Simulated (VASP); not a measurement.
A run of VASP 6.6.1 is set up as follows.

Contents of INCAR:

```
SYSTEM = PbS
PREC = Accurate
ENCUT = 520
EDIFF = 1E-8
ISMEAR = -1
SIGMA = 0.01
LREAL = .False.
LASPH = .True.
NELM = 100
ALGO = Normal
ISIF = 2
LWAVE = .False.
LCHARG = .False.
GGA = PE
LEFG = .True.
NBANDS = 17
```

Contents of KPOINTS:

```
Automatic mesh
0
Gamma
  8 8 8
  0 0 0
```

File POSCAR:

```
PbS
1.0
    0.0000000000      2.9650000000      2.9353500000
    2.9650000000      0.0000000000      2.9353500000
    2.9650000000      2.9650000000      0.0000000000
Pb S
1 1
Direct
    0.0000000000      0.0000000000      0.0000000000
    0.5000000000      0.5000000000      0.5000000000
```

Potentials or basis: VASP PAW PBE potentials, release 64 (Pb_d, S).

The run is started by

```console
$ cat potpaw_PBE.64/Pb_d/POTCAR potpaw_PBE.64/S/POTCAR > POTCAR
$ mpirun -np 1 vasp_std > vasp.out
```

**Question.** Estimate the pressure.

**Answer.** 2.9 GPa.

**Question.** Estimate the band gap on the k mesh.

**Answer.** 0.32 eV, direct.

Electric field gradients, principal values (V/Å²):
| atom | least | middle | greatest (by size) |
| --- | --- | --- | --- |
| 1 Pb | 15.086 | 15.088 | -30.173 |
| 2 S | 0.631 | 0.631 | -1.262 |

Caveat: the cell differs from its parent crystal (zz strain of -1 %); without QUAD_EFG the Cq values of the log hold for a quadrupole moment of 1 mb, not for the nuclei; spin-orbit coupling is left out, which moves the levels of the heavy elements. A k mesh can miss the band edges.
